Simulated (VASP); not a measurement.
# Cr (I4/mmm) in VASP: notebook, part 2 of 3

VASP 6.6.1.

## (3) Single point, PBE (strain +0.000 along x and y, -0.080 along z)

INCAR reads:

```
  PREC = Accurate
  ENCUT = 520
  EDIFF = 1E-6
  ISMEAR = 0
  SIGMA = 0.15
  LREAL = False
  LASPH = True
  NELM = 60
  ALGO = Fast
  ISIF = 2
  LWAVE = False
  LCHARG = False
  GGA = PE
  NBANDS = 12
```

KPOINTS reads:

```
regular mesh
0
Gamma
  24 24 24
```

POSCAR reads:

```
Cr
1.0
   -1.4419500000      1.4419500000      1.3265940000
    1.4419500000     -1.4419500000      1.3265940000
    1.4419500000      1.4419500000     -1.3265940000
Cr
1
Direct
    0.0000000000      0.0000000000      0.0000000000
```

Potentials or basis: VASP PAW PBE potentials, release 64 (Cr_pv).

Started as:

```bash
$ cat potpaw_PBE.64/Cr_pv/POTCAR > POTCAR
$ mpirun -np 1 vasp_std > vasp.out
```

OUTCAR:

```text
PREC = Accurate
   ENCUT = 520
   EDIFF = 1E-6
   ISMEAR = 0
   LREAL = False
   LASPH = True
   NELM = 60
   ISIF = 2
   GGA = PE

 ion  position               nearest neighbor table
   1  0.000  0.000  0.000-

  LATTYP: Found a body centered tetragonal cell.
 ALAT       =     2.8839000000
 C/A-ratio  =     0.9200000000

  Lattice vectors:

 A1 = (  -1.4419500000,   1.4419500000,   1.3265940000)
 A2 = (   1.4419500000,  -1.4419500000,   1.3265940000)
 A3 = (   1.4419500000,   1.4419500000,  -1.3265940000)

Analysis of symmetry for initial positions (statically):
=====================================================================
 Subroutine PRICEL returns:
 Original cell was already a primitive cell.

 Routine SETGRP: Setting up the symmetry group for a
 body centered tetragonal supercell.

 Subroutine GETGRP returns: Found 16 space group operations
 (whereof 16 operations were pure point group operations)
 out of a pool of 16 trial point group operations.

The static configuration has the point symmetry D_4h.

Analysis of symmetry for dynamics (positions and initial velocities):
=====================================================================
 Subroutine PRICEL returns:
 Original cell was already a primitive cell.

 Routine SETGRP: Setting up the symmetry group for a
 body centered tetragonal supercell.

 Subroutine GETGRP returns: Found 16 space group operations
 (whereof 16 operations were pure point group operations)
 out of a pool of 16 trial point group operations.

The dynamic configuration has the point symmetry D_4h.

 Subroutine INISYM returns: Found 16 space group operations
 (whereof 16 operations are pure point group operations),
 and found     1 'primitive' translations

----------------------------------------------------------------------------------------

                                     Primitive cell

  volume of cell :      11.0331

[... 112 lines left out ...]
   LHFCALC =     F    Hartree Fock is set to
   AEXX    =    0.0000 exact exchange contribution
   IVDW    =     0    specifies the selected vdW correction
   LEPSILON=     F    determine dielectric tensor
   LRPA    =     F    only Hartree local field effects (RPA)
 non-spin polarized calculation
 RMM-DIIS sequential band-by-band and
 Gauss-broadening in eV      SIGMA  =   0.15
  energy-cutoff  :      520.00
  volume of cell :       11.03
 maximum number of plane-waves:       311
   NGX =  9   NGY =  9   NGZ =  9

 number of electron      11.9999997 magnetization

 Free energy of the ion-electron system (eV)
  ---------------------------------------------------
  ext. energy  EPLUGINS =         0.00000000
  ---------------------------------------------------
  free energy    TOTEN  =        -9.43820477 eV

  energy without entropy =       -9.42963721  energy(sigma->0) =       -9.43392099

 E-fermi :  11.6559     XC(G=0): -13.9395

 val. band max:       11.6541393974   @ k =  -0.2917   0.4583   0.2917
 cond. band min:      11.6588963698   @ k =  -0.2083  -0.2083   0.2083
 fundamental gap:      0.0047569723
 Fermi energy:        11.6558535699

 k-point     1 :       0.0000    0.0000    0.0000
  band No.  band energies     occupation
      1     -31.0208      2.00000
      2     -31.0208      2.00000
      3     -30.9641      2.00000
      4       3.6264      2.00000
      5      10.2044      2.00000
      6      10.9869      2.00000
      7      10.9869      2.00000
      8      12.3866      0.00000
      9      13.2099      0.00000
     10      18.8004      0.00000
     11      33.6725      0.00000
     12      33.6725      0.00000
[... 331 lines left out ...]
 k-point    24 :       0.4583    0.0417    0.0000
  band No.  band energies     occupation
      1     -32.0410      2.00000
      2     -31.3667      2.00000
      3     -31.0502      2.00000
      4       7.0033      2.00000
      5       8.7850      2.00000
      6      12.5662      0.00000
      7      13.0635      0.00000
      8      13.7928      0.00000
      9      14.8716      0.00000
     10      18.7950      0.00000
     11      22.5189      0.00000
     12      28.7060      0.00000

 [... further k-points ...]

------------------------ aborting loop because EDIFF is reached ----------------------------------------

  FORCE on cell =-STRESS in cart. coord.  units (eV):
  Direction    XX          YY          ZZ          XY          YZ          ZX
  --------------------------------------------------------------------------------------
  -------------------------------------------------------------------------------------
  Total        0.2113327      0.2113327      2.4398106      0.0000000      0.0000000      0.0000000
  in kB       30.6887256     30.6887256    354.2976550      0.0000000      0.0000000      0.0000000
  external PRESSURE =     138.5583687 kB  Pullay stress =       0.0000000 kB

 VOLUME and BASIS-vectors are now :
 -----------------------------------------------------------------------------
  energy-cutoff  :      520.00
  volume of cell :       11.03
      direct lattice vectors                 reciprocal lattice vectors
    -1.441950000  1.441950000  1.326594000     0.000000000  0.346752661  0.376905067
     1.441950000 -1.441950000  1.326594000     0.346752661  0.000000000  0.376905067
     1.441950000  1.441950000 -1.326594000     0.346752661  0.346752661  0.000000000

 POSITION                                       TOTAL-FORCE (eV/Angst)
 -----------------------------------------------------------------------------------
      0.00000      0.00000      0.00000         0.000000     -0.000000      0.000000
 -----------------------------------------------------------------------------------
    total drift:                                0.000000      0.000000     -0.000000

  FREE ENERGIE OF THE ION-ELECTRON SYSTEM (eV)
  ---------------------------------------------------
  free  energy   TOTEN  =        -9.4382047721 eV

  energy  without entropy=       -9.4296372103  energy(sigma->0) =       -9.43392099
```

OSZICAR:

```text
N       E                     dE             d eps       ncg     rms          rms(c)
DAV:   1     0.796288824450E+02    0.79629E+02   -0.70851E+03 25736   0.121E+03
DAV:   2    -0.982884170325E+01   -0.89458E+02   -0.86150E+02 26020   0.298E+02
DAV:   3    -0.110108988253E+02   -0.11821E+01   -0.11756E+01 28180   0.410E+01
DAV:   4    -0.110168676580E+02   -0.59688E-02   -0.59687E-02 27192   0.291E+00
DAV:   5    -0.110169365848E+02   -0.68927E-04   -0.68927E-04 27752   0.287E-01    0.136E+01
RMM:   6    -0.946386993329E+01    0.15531E+01   -0.36391E+00 27347   0.229E+01    0.174E+00
RMM:   7    -0.944822139955E+01    0.15649E-01   -0.59336E-02 28515   0.297E+00    0.988E-01
RMM:   8    -0.943855856763E+01    0.96628E-02   -0.71760E-03 29456   0.101E+00    0.222E-01
RMM:   9    -0.943822115999E+01    0.33741E-03   -0.20324E-03 29362   0.600E-01    0.595E-02
RMM:  10    -0.943820963700E+01    0.11523E-04   -0.19101E-04 31139   0.211E-01    0.147E-02
RMM:  11    -0.943820641876E+01    0.32182E-05   -0.41520E-05 30320   0.896E-02    0.385E-03
RMM:  12    -0.943820431140E+01    0.21074E-05   -0.40953E-06 22579   0.295E-02    0.288E-03
RMM:  13    -0.943820477206E+01   -0.46067E-06   -0.15196E-06 19123   0.170E-02
   1 F= -.94382048E+01 E0= -.94339210E+01  d E =-.856756E-02
```

stdout:

```text
POSCAR found type information on POSCAR Cr
 POSCAR found :  1 types and       1 ions
 scaLAPACK will be used
 LDA part: xc-table for (Slater+PW92), standard interpolation
 POSCAR, INCAR and KPOINTS ok, starting setup
 FFT: planning ... GRIDC
 FFT: planning ... GRID_SOFT
 FFT: planning ... GRID
 WAVECAR not read
 entering main loop
WARNING in EDDRMM: call to ZHEGV failed, returncode =   6  3     10
WARNING in EDDRMM: call to ZHEGV failed, returncode =   6  3     12
WARNING in EDDRMM: call to ZHEGV failed, returncode =   6  3     10
```

Run time: 48 s. Hardware: 1 thread of Intel Xeon 6975P-C (Granite Rapids), shared host; peak memory 0.23 GiB.

What came out:

```
Free energy            : -9.4382 eV
Pressure               : 13.9 GPa
Band gap on the k mesh : zero (band 6 reaches 14.22 eV, above the bottom of band 7 at 10.72 eV)
```

Stress tensor (GPa, compression positive):
```
 3.07  0.00  0.00
 0.00  3.07  0.00
 0.00  0.00 35.43
```

Caveat: the cell differs from its parent crystal (strain +0.000 along x and y, -0.080 along z); the run has no spin polarisation, though such a crystal can be magnetic. Spin polarisation is off, so any magnetic state and its effect on volume and gap are missing.

## (4) Single point, PBE (strain -0.040 along x and y, +0.040 along z)

INCAR reads:

```
ALGO = Fast
EDIFF = 1E-6
ENCUT = 520
GGA = PE
ISIF = 2
ISMEAR = 0
LASPH = T
LCHARG = T
LELF = T
LREAL = F
LVHAR = T
LWAVE = F
NBANDS = 12
NELM = 100
PREC = Accurate
SIGMA = 0.15
```

KPOINTS reads:

```
k-points
0
Gamma
  24 24 24
```

POSCAR reads:

```
Cr
1.0
   -1.3842720000      1.3842720000      1.4996280000
    1.3842720000     -1.3842720000      1.4996280000
    1.3842720000      1.3842720000     -1.4996280000
Cr
1
Direct
    0.0000000000      0.0000000000      0.0000000000
```

Started as:

```bash
$ cat potpaw_PBE.64/Cr_pv/POTCAR > POTCAR
$ mpirun -np 1 vasp_std > vasp.out
```

It took 46 s on 1 thread of Intel Xeon 6975P-C (Granite Rapids), shared host; peak memory 0.24 GiB.

The run converged. Its results:

* Free energy: -9.4690 eV
* Pressure: 2.0 GPa
* Band gap on the k mesh: zero (band 6 reaches 13.42 eV, above the bottom of band 7 at 10.37 eV)

Stress tensor (GPa, compression positive):
```
 10.55   0.00   0.00
  0.00  10.55   0.00
  0.00   0.00 -14.97
```

Levels at points of the mesh, in eV from the Fermi level:
| k point | band 2 | band 3 | band 4 | band 5 | band 6 | band 7 | band 8 | band 9 | band 10 | band 11 |
| --- | --- | --- | --- | --- | --- | --- | --- | --- | --- | --- |
| (0.00, 0.00, 0.00) | -42.71 | -42.71 | -7.89 | -1.09 | -1.09 | -0.47 | 0.76 | 1.42 | 7.11 | 21.25 |
| (0.50, 0.00, 0.00) | -42.98 | -42.72 | -4.43 | -2.19 | 0.69 | 0.90 | 1.59 | 2.78 | 7.10 | 9.74 |
| (0.50, 0.50, 0.00) | -43.06 | -42.76 | -4.52 | -2.96 | 1.58 | 1.63 | 1.73 | 2.90 | 7.11 | 10.52 |
| (0.50, 0.50, 0.50) | -43.29 | -43.29 | -4.47 | -4.21 | 2.36 | 2.51 | 2.51 | 7.11 | 8.75 | 11.65 |

Caveat: the cell differs from its parent crystal (strain -0.040 along x and y, +0.040 along z); the run has no spin polarisation, though such a crystal can be magnetic.

[end of part 2 of 3]
